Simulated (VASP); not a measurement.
The system is SiC.

```
Si C
1.0
     3.07804    0.00000    0.00000
    -1.53902    2.66566    0.00000
     0.00000    0.00000   10.07570
Si C
4 4
Direct
  0.66667 0.33333 0.93783
  0.33333 0.66667 0.43783
  0.00000 0.00000 0.68790
  0.00000 0.00000 0.18790
  0.66667 0.33333 0.74982
  0.33333 0.66667 0.24982
  0.00000 0.00000 0.50045
  0.00000 0.00000 0.00045
```

Base run:

| Property | Result |
| --- | --- |
| Program | VASP 6.6.1 |
| Functional | PBEsol |
| Potentials or basis | VASP PAW PBE potentials, release 64 (Si, C) |
| Cutoff | 520 eV |
| k mesh | 12 × 12 × 4 |
| Occupations | gaussian, width 0.02 eV |
| Spin | no spin polarisation |

Its results: band gap on the k mesh 2.11 eV (least direct gap 3.23 eV); pressure 0.4 GPa; largest force 0.004 eV/Å.

Problem. The run is repeated on the same cell with these changes: functional from PBEsol to r2SCAN. What comes out?

Solution. Band gap on the k mesh 2.61 eV (least direct gap 3.79 eV); pressure -0.2 GPa; largest force 0.007 eV/Å.

Caveats: the PAW data sets were made with another functional, which shifts forces and pressure a little.

A k mesh can miss the band edges.
